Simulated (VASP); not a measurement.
# Si7Sn (P1) in VASP: single point with HSE06

Aim: the single point of Si7Sn with HSE06.

Everything below comes from runs of VASP 6.6.1. Logs are shortened: lines on timing, memory, paths and dates and some standing lists are left out, and cuts for length are marked.

## (1) The cell of the first run

The typed cell holds 64 atoms: a = 11.147 Å, b = 11.147 Å, c = 11.147 Å, α = 90.00°, β = 90.00°, γ = 90.00°.

## (2) Single point, HSE06

Input file POSCAR:

```
Si7Sn
1.0
   11.1467170000      0.0000000000      0.0000000000
    0.0000000000     11.1467170000      0.0000000000
    0.0000000000      0.0000000000     11.1467170000
Si Sn
56 8
Direct
    0.9835440000      0.0037970000      0.0003050000
    0.0034850000      0.0017120000      0.5001270000
    0.9978260000      0.4978660000      0.9969460000
    0.9954560000      0.4967120000      0.5044420000
    0.4976140000      0.0000150000      0.0050820000
    0.5004030000      0.0025300000      0.4968270000
    0.5139710000      0.4910420000      0.0065050000
    0.5025990000      0.5007670000      0.4851640000
    0.1229760000      0.1245110000      0.6252270000
    0.1225520000      0.6225140000      0.1127120000
    0.1206060000      0.6236500000      0.6200920000
    0.6249740000      0.1246390000      0.1257600000
    0.6194880000      0.1314610000      0.6171710000
    0.6275750000      0.6234500000      0.1291700000
    0.2594000000      0.2559530000      0.9884190000
    0.2387960000      0.2377110000      0.4911900000
    0.2508250000      0.7538840000      0.0150180000
    0.2533140000      0.7516180000      0.5063930000
    0.7516480000      0.2508910000      0.0057010000
    0.7482280000      0.2520890000      0.4989720000
    0.7450650000      0.7460450000      0.9996560000
    0.7574030000      0.7567350000      0.4880340000
    0.3874350000      0.3650400000      0.1181730000
    0.3790640000      0.8746080000      0.1320890000
    0.3765330000      0.8823530000      0.6225990000
    0.8726860000      0.3788220000      0.1266960000
    0.8757200000      0.3707750000      0.6282270000
    0.8591920000      0.8818790000      0.1185460000
    0.8839110000      0.8681190000      0.6124150000
    0.2616740000      0.9935200000      0.2593340000
    0.2578890000      0.0102490000      0.7415830000
    0.2320660000      0.5015360000      0.7486260000
    0.7459120000      0.0034510000      0.2497320000
    0.7487960000      0.4987080000      0.2500060000
    0.7572640000      0.4891960000      0.7589840000
    0.3771370000      0.1239560000      0.3738840000
    0.3805240000      0.1241180000      0.8733620000
    0.3813090000      0.6357220000      0.3786080000
    0.8710490000      0.1239310000      0.3772820000
    0.8783860000      0.1368970000      0.8802910000
    0.8687950000      0.6148230000      0.3797020000
    0.8732600000      0.6216930000      0.8752990000
    0.9869060000      0.2568840000      0.2585500000
    0.0025380000      0.2497260000      0.7505120000
    0.9918570000      0.7386710000      0.7394810000
    0.5022420000      0.2452240000      0.2491450000
    0.5089700000      0.2452130000      0.7570340000
    0.5050090000      0.7521060000      0.2507640000
    0.4969080000      0.7660580000      0.7506590000
    0.1123540000      0.3682180000      0.3834590000
    0.1217670000      0.3749520000      0.8733750000
    0.1357240000      0.8808980000      0.3850240000
    0.6259530000      0.3728060000      0.3685510000
    0.6320510000      0.3694290000      0.8797400000
    0.6263150000      0.8789870000      0.3723040000
    0.6171720000      0.8717010000      0.8849180000
    0.1267260000      0.1274740000      0.1292450000
    0.6303260000      0.6279060000      0.6261180000
    0.3707580000      0.3715170000      0.6220530000
    0.2511660000      0.4954170000      0.2502580000
    0.7517480000      0.9990410000      0.7483740000
    0.3750650000      0.6230660000      0.8789290000
    0.9976730000      0.7529310000      0.2501100000
    0.1220720000      0.8762320000      0.8706850000
```

Input file INCAR.step1:

```
PREC = Accurate ; ENCUT = 520
EDIFF = 1E-5 ; ISMEAR = -1
SIGMA = 0.05 ; LREAL = Auto
LASPH = T ; NELM = 60
ALGO = Normal ; ISIF = 2
LWAVE = T ; LCHARG = F
NBANDS = 206 ; GGA = PE
LUSENCCL = F
```

Input file INCAR.step2:

```
PREC = Accurate ; ENCUT = 520
EDIFF = 1E-6 ; ISMEAR = -1
SIGMA = 0.05 ; LREAL = Auto
LASPH = T ; NELM = 60
ALGO = Normal ; ISIF = 2
LWAVE = F ; LCHARG = F
GGA = PE ; LHFCALC = T
HFSCREEN = 0.2079 ; PRECFOCK = Fast
NBANDS = 206 ; ISTART = 1
LUSENCCL = F
```

Input file KPOINTS:

```
regular mesh
0
Gamma
  1 1 1
```

Potentials or basis: VASP PAW PBE potentials, release 64 (Si, Sn_d).

Launch:

```console
cat potpaw_PBE.64/Si/POTCAR potpaw_PBE.64/Sn_d/POTCAR > POTCAR
cp INCAR.step1 INCAR
mpirun -np 1 vasp_gam > vasp.out
cp INCAR.step2 INCAR
mpirun -np 1 vasp_gam > vasp.out
```

OUTCAR:

```text
PREC = Accurate
   ENCUT = 520
   EDIFF = 1E-6
   ISMEAR = -1
   LREAL = Auto
   LASPH = T
   NELM = 60
   ISIF = 2
   GGA = PE
   LHFCALC = T
   HFSCREEN = 0.2079
   PRECFOCK = Fast
   ISTART = 1

 ion  position               nearest neighbor table
   1  0.984  0.004  0.000-  40 2.32  28 2.35  64 2.55  57 2.55
   2  0.003  0.002  0.500-  29 2.36   9 2.36  52 2.37  39 2.43
   3  0.998  0.498  0.997-  10 2.35  42 2.38  51 2.38  26 2.41
   4  0.995  0.497  0.504-  50 2.36  11 2.37  27 2.38  41 2.38
   5  0.498  0.000  0.005-  56 2.37  24 2.39  12 2.40  37 2.40
   6  0.500  0.003  0.497-  36 2.37  13 2.37  25 2.38  55 2.41
[... 56 lines left out ...]
  63  0.998  0.753  0.250-  10 2.53  41 2.55  28 2.57  52 2.58
  64  0.122  0.876  0.871-   1 2.55  17 2.55  31 2.57  45 2.57

  LATTYP: Found a simple cubic cell.
 ALAT       =    11.1467170000

  Lattice vectors:

 A1 = (  11.1467170000,   0.0000000000,   0.0000000000)
 A2 = (   0.0000000000,  11.1467170000,   0.0000000000)
 A3 = (   0.0000000000,   0.0000000000,  11.1467170000)

Analysis of symmetry for initial positions (statically):
=====================================================================
 Subroutine PRICEL returns:
 Original cell was already a primitive cell.

 Routine SETGRP: Setting up the symmetry group for a
 simple cubic supercell.

 Subroutine GETGRP returns: Found  1 space group operations
 (whereof  1 operations were pure point group operations)
 out of a pool of 48 trial point group operations.

The static configuration has the point symmetry C_1 .

Analysis of symmetry for dynamics (positions and initial velocities):
=====================================================================
 Subroutine PRICEL returns:
 Original cell was already a primitive cell.

 Routine SETGRP: Setting up the symmetry group for a
 simple cubic supercell.

 Subroutine GETGRP returns: Found  1 space group operations
 (whereof  1 operations were pure point group operations)
 out of a pool of 48 trial point group operations.

The dynamic configuration has the point symmetry C_1 .

 Subroutine INISYM returns: Found  1 space group operations
 (whereof  1 operations are pure point group operations),
 and found     1 'primitive' translations

----------------------------------------------------------------------------------------

                                     Primitive cell

  volume of cell :    1384.9718

  direct lattice vectors                    reciprocal lattice vectors
    11.146717000  0.000000000  0.000000000     0.089712514  0.000000000  0.000000000
     0.000000000 11.146717000  0.000000000     0.000000000  0.089712514  0.000000000
     0.000000000  0.000000000 11.146717000     0.000000000  0.000000000  0.089712514

  length of vectors
    11.146717000 11.146717000 11.146717000     0.089712514  0.089712514  0.089712514

  position of ions in fractional coordinates (direct lattice)
     0.983544000  0.003797000  0.000305000
     0.003485000  0.001712000  0.500127000
     0.997826000  0.497866000  0.996946000
     0.995456000  0.496712000  0.504442000
     0.497614000  0.000015000  0.005082000
     0.500403000  0.002530000  0.496827000
[... 56 lines left out ...]
     0.997673000  0.752931000  0.250110000
     0.122072000  0.876232000  0.870685000

  ion indices of the primitive-cell ions
   primitive index   ion index
                 1           1
                 2           2
                 3           3
                 4           4
                 5           5
                 6           6
[... 56 lines left out ...]
                63          63
                64          64

----------------------------------------------------------------------------------------

 KPOINTS: regular mesh

Automatic generation of k-mesh.
 Grid dimensions read from file:
 generate k-points for:    1    1    1

 Generating k-lattice:

  Cartesian coordinates                     Fractional coordinates (reciprocal lattice)
     0.089712514  0.000000000  0.000000000     1.000000000  0.000000000  0.000000000
     0.000000000  0.089712514  0.000000000     0.000000000  1.000000000  0.000000000
     0.000000000  0.000000000  0.089712514     0.000000000  0.000000000  1.000000000

  Length of vectors
     0.089712514  0.089712514  0.089712514

  Shift w.r.t. Gamma in fractional coordinates (k-lattice)
     0.000000000  0.000000000  0.000000000

 Subroutine IBZKPT returns following result:
 ===========================================

 Found      1 irreducible k-points:

 Following reciprocal coordinates:
            Coordinates               Weight
  0.000000  0.000000  0.000000      1.000000
   k-points           NKPTS =      1   k-points in BZ     NKDIM =      1   number of bands    NBANDS=    206
   number of dos      NEDOS =    301   number of ions     NIONS =     64
   total plane-waves  NPLWV = 592704
   dimension x,y,z NGX =    84 NGY =   84 NGZ =   84
   dimension x,y,z NGXF=   168 NGYF=  168 NGZF=  168
   ions per type =              56   8
   NGX,Y,Z   is equivalent  to a cutoff of  12.53, 12.53, 12.53 a.u.
   NGXF,Y,Z  is equivalent  to a cutoff of  25.06, 25.06, 25.06 a.u.
 SYSTEM =  unknown system
   PREC   = accura    normal or accurate (medium, high low for compatibility)
   ISTART =      1    job   : 0-new  1-cont  2-samecut
   ICHARG =      0    charge: 1-file 2-atom 10-const
   ISPIN  =      1    spin polarized calculation?
   LNONCOLLINEAR =      F non collinear calculations
   LSORBIT =      F    spin-orbit coupling
   LASPH  =      T    aspherical Exc in radial PAW
   ENCUT  =  520.0 eV  38.22 Ry    6.18 a.u.  20.73 20.73 20.73*2*pi/ulx,y,z
   NELM   =     60;   NELMIN=  2; NELMDL=  0     # of ELM steps
   EDIFF  = 0.1E-05   stopping-criterion for ELM
   LREAL  =      T    real-space projection
   EDIFFG = 0.1E-04   stopping-criterion for IOM
   NSW    =      0    number of steps for IOM
   IBRION =     -1    ionic relax: 0-MD 1-quasi-New 2-CG
   NFREE  =      0    steps in history (QN), initial steepest desc. (CG)
   ISIF   =      2    stress and relaxation
   ISYM   =      3    0-nonsym 1-usesym 2-fastsym
   POTIM  = 0.5000    time-step for ionic-motion
   TEBEG  =    0.0;   TEEND  =   0.0 temperature during run
   PSTRESS=    0.0 pullay stress
   NELECT =     336.0000    total number of electrons
   NUPDOWN=      -1.0000    fix difference up-down
   EMIN   =  10.00;   EMAX   =-10.00  energy-range for DOS
   EFERMI =   0.00;   METHOD = LEGACY
   ISMEAR =    -1;   SIGMA  =   0.05  broadening in eV -4-tet -1-fermi 0-gaus
   EFERMI_NEDOS =   21; number of points for ismear=-14 and -15
   IALGO  =     38    algorithm
   IMIX   =      1    mixing-type and parameters
     AMIX     =   0.40;   BMIX     =  1.00
     AMIX_MAG =   1.60;   BMIX_MAG =  1.00
  volume/ion in A,a.u.               =      21.64       146.04
  Fermi-wavevector in a.u.,A,eV,Ry     =   1.021036  1.929478 14.184264  1.042514
  Thomas-Fermi vector in A             =   2.154638
   LORBIT       =      0    0 simple, 1 ext, 2 COOP (PROOUT), +10 PAW based schemes
   GGA     = PE    functional components
   LHFCALC =     T    Hartree Fock is set to
   PRECFOCK=fast      Normal, Fast or Accurate (Low or Medium for compatibility)
   ENCUT4O =  -1.0   cutoff for four orbital integrals eV
   NKREDX  =     1    reduce k-point grid by
   NKREDY  =     1    reduce k-point grid by
   NKREDZ  =     1    reduce k-point grid by
   AEXX    =    0.2500 exact exchange contribution
   HFSCREEN=    0.2079 screening length (either q_TF or 0.3 A-1)
   HFSCREENC=   0.2079 screening length for correlation (either q_TF or 0.3 A-1)
   ENCUTFOCK=  -1.0 apply spherical cutoff to Coloumb kernel
   IVDW    =     0    specifies the selected vdW correction
   LEPSILON=     F    determine dielectric tensor
   LRPA    =     F    only Hartree local field effects (RPA)
 non-spin polarized calculation
  energy-cutoff  :      520.00
  volume of cell :     1384.97
 maximum number of plane-waves:     18693
 NGX is ok and might be reduce to    84
  NGX = 42; NGY = 42; NGZ = 42

 number of electron     335.9999995 magnetization

 Free energy of the ion-electron system (eV)
  ---------------------------------------------------
  ext. energy  EPLUGINS =         0.00000000
  ---------------------------------------------------
  free energy    TOTEN  =      -377.76773364 eV

  energy without entropy =     -377.76765401  energy(sigma->0) =     -377.76769382

 E-fermi :   6.1801     XC(G=0):  -7.7928

 val. band max:        5.6434461775   @ k =   0.0000   0.0000   0.0000
 cond. band min:       6.7266221997   @ k =   0.0000   0.0000   0.0000
 fundamental gap:      1.0831760222
 Fermi energy:         6.1800766749

 k-point     1 :       0.0000    0.0000    0.0000
  band No.  band energies     occupation
      1     -17.4858      2.00000
      2     -17.4774      2.00000
      3     -17.4716      2.00000
      4     -17.4701      2.00000
      5     -17.4673      2.00000
      6     -17.4633      2.00000
[... 172 lines left out ...]
    179       7.3017      0.00000
    180       7.3163      0.00000
 [bands above 180 left out]

------------------------ aborting loop because EDIFF is reached ----------------------------------------

  FORCE on cell =-STRESS in cart. coord.  units (eV):
  Direction    XX          YY          ZZ          XY          YZ          ZX
  --------------------------------------------------------------------------------------
  -------------------------------------------------------------------------------------
  Total        3.4993459      2.7653672      3.3424051     -0.0669408     -0.0392051      0.0706449
  in kB        4.0481494      3.1990606      3.8665955     -0.0774391     -0.0453537      0.0817241
  external PRESSURE =       3.7046018 kB  Pullay stress =       0.0000000 kB

 VOLUME and BASIS-vectors are now :
 -----------------------------------------------------------------------------
  energy-cutoff  :      520.00
  volume of cell :     1384.97
      direct lattice vectors                 reciprocal lattice vectors
    11.146717000  0.000000000  0.000000000     0.089712514  0.000000000  0.000000000
     0.000000000 11.146717000  0.000000000     0.000000000  0.089712514  0.000000000
     0.000000000  0.000000000 11.146717000     0.000000000  0.000000000  0.089712514

 POSITION                                       TOTAL-FORCE (eV/Angst)
 -----------------------------------------------------------------------------------
     10.96329      0.04232      0.00340        -0.000252      0.007486     -0.009330
      0.03885      0.01908      5.57477         0.005700     -0.032044      0.004983
     11.12248      5.54957     11.11267         0.021454      0.023526      0.024394
     11.09607      5.53671      5.62287        -0.017145     -0.018576     -0.032007
      5.54676      0.00017      0.05665         0.013206     -0.023676     -0.007396
      5.57785      0.02820      5.53799         0.008425      0.022917     -0.002292
[... 56 lines left out ...]
     11.12078      8.39271      2.78791        -0.005443     -0.010438     -0.025055
      1.36070      9.76711      9.70528        -0.013174     -0.005150      0.045015
 -----------------------------------------------------------------------------------
    total drift:                                0.010898     -0.001124     -0.023759

  FREE ENERGIE OF THE ION-ELECTRON SYSTEM (eV)
  ---------------------------------------------------
  free  energy   TOTEN  =      -377.7677336394 eV

  energy  without entropy=     -377.7676540096  energy(sigma->0) =     -377.76769382
```

Run time: 3.1 min. Hardware: 1 × NVIDIA H100 80GB with 1 thread of Intel Xeon Platinum 8481C at 2.70GHz (Sapphire Rapids), shared host; peak memory 1.6 GiB.

What came out:

- Free energy: -377.7677 eV
- Pressure: 0.4 GPa
- Largest force: 0.058 eV/Å
- Band gap on the k mesh: 1.08 eV

Forces on the atoms (eV/Å):
```
Si   0.000  0.007 -0.009
Si   0.006 -0.032  0.005
Si   0.021  0.024  0.024
Si  -0.017 -0.019 -0.032
Si   0.013 -0.024 -0.007
Si   0.008  0.023 -0.002
Si  -0.022 -0.012 -0.007
Si  -0.006  0.007  0.027
Si   0.013  0.010 -0.021
Si   0.005  0.019  0.032
Si  -0.010 -0.026  0.036
Si   0.003  0.007  0.003
Si   0.027 -0.008  0.016
Si   0.004 -0.030 -0.017
Si   0.009 -0.018  0.025
Si   0.020  0.052  0.018
Si  -0.003 -0.024 -0.024
Si   0.013  0.020 -0.031
Si   0.027  0.005 -0.026
Si  -0.028 -0.016  0.008
Si  -0.021  0.036  0.007
Si  -0.006 -0.020  0.036
Si   0.003  0.016 -0.003
Si  -0.033 -0.009 -0.006
Si   0.025  0.001  0.033
Si  -0.005 -0.017  0.017
Si  -0.001  0.007  0.008
Si   0.044  0.020 -0.003
Si  -0.022 -0.007 -0.011
Si  -0.017  0.000 -0.005
Si  -0.008 -0.017  0.019
Si   0.030 -0.006 -0.009
Si   0.001 -0.015 -0.016
Si   0.014 -0.005  0.023
Si  -0.026 -0.007 -0.013
Si  -0.020 -0.015  0.005
Si   0.001  0.030 -0.001
Si   0.019 -0.043  0.004
Si   0.003  0.023 -0.003
Si   0.001 -0.039  0.027
Si   0.015  0.034 -0.012
Si  -0.001 -0.017 -0.015
Si   0.029 -0.006 -0.008
Si  -0.029 -0.007  0.022
Si   0.016  0.043 -0.010
Si  -0.012  0.014 -0.012
Si  -0.012  0.016 -0.037
Si  -0.011  0.007  0.021
Si   0.002 -0.015  0.013
Si  -0.014 -0.018 -0.011
Si   0.024  0.013 -0.014
Si  -0.002 -0.001 -0.015
Si  -0.026  0.026  0.027
Si   0.001 -0.005  0.016
Si   0.033 -0.003  0.008
Si  -0.006 -0.001 -0.030
Sn  -0.024 -0.023 -0.026
Sn  -0.035  0.008 -0.027
Sn   0.014  0.026 -0.008
Sn  -0.005 -0.008 -0.012
Sn   0.006  0.009 -0.005
Sn  -0.008  0.023 -0.013
Sn  -0.005 -0.010 -0.025
Sn  -0.013 -0.005  0.045
```

Caveat: the k points lie up to 0.56 Å⁻¹ apart; the PAW data sets were made with another functional, which shifts forces and pressure a little; spin-orbit coupling is left out, which moves the levels of the heavy elements; an odd mesh through Γ misses points on the zone boundary, where band edges can lie.
